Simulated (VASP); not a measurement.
Wanted: the native input for a VASP 6.6.1 run.

```
Task                   : single point
Functional             : PBE
Potentials or basis    : VASP PAW PBE potentials, release 64 (Si, Ge_d)
Cutoff                 : 520 eV
k mesh                 : 6 × 6 × 1
Occupations            : gaussian, width 0.1 eV
Spin                   : no spin polarisation
Dipole correction      : no
Further INCAR settings : ALGO = Normal; EDIFF = 1e-06; NBANDS = 46
```

The structure of Si5Ge lies in POSCAR:

```
Si5Ge
1.0
    3.9020025289      0.0000846663     -0.0001934271
   -1.9509282042      3.3791599084     -0.0000304180
   -0.0019807184     -0.0014264245     19.0583934795
Si Ge
10 2
Direct
    0.3333389225      0.6668588045      0.7676170536
    0.6666481700      0.3335092205      0.7270046310
   -0.0001488460      0.0000604338      0.5621302107
    0.6665364596      0.3334206639      0.6027533336
   -0.0000092798     -0.0001352817      0.4378707603
    0.3333145814      0.6665135897      0.3972471475
    0.6666560523      0.3331304550      0.2323823546
    0.3333344805      0.6664742291      0.2729956520
    0.6667666060      0.3332139041      0.1083926922
    0.3333947179      0.6668682648      0.8916067768
    0.0000876030     -0.0001137013      0.0651427625
    0.0000805324      0.0001994175      0.9348566250
```

The input as run:

INCAR

```
SYSTEM = Si5Ge
PREC = Accurate
ENCUT = 520
EDIFF = 1E-6
ISMEAR = 0
SIGMA = 0.1
LREAL = .FALSE.
LASPH = .TRUE.
NELM = 100
ALGO = Normal
ISIF = 2
LWAVE = .FALSE.
LCHARG = .FALSE.
GGA = PE
NBANDS = 46
```

KPOINTS

```
regular mesh
0
G
  6 6 1
  0 0 0
```

Potentials or basis: VASP PAW PBE potentials, release 64 (Si, Ge_d).

The run is started by

```console
$ cat potpaw_PBE.64/Si/POTCAR potpaw_PBE.64/Ge_d/POTCAR > POTCAR
$ mpirun -np 1 vasp_std > vasp.out
```

It gave:

- Pressure: -0.1 GPa
- Largest force: 0.008 eV/Å
- Band gap on the k mesh: 0.62 eV, indirect (least direct gap 1.13 eV)

Run time: 4.9 min on 1 thread of Intel(R) Xeon(R) Platinum 8259CL CPU @ 2.50GHz (Skylake/Cascade Lake) (shared host), peak memory 0.44 GiB.
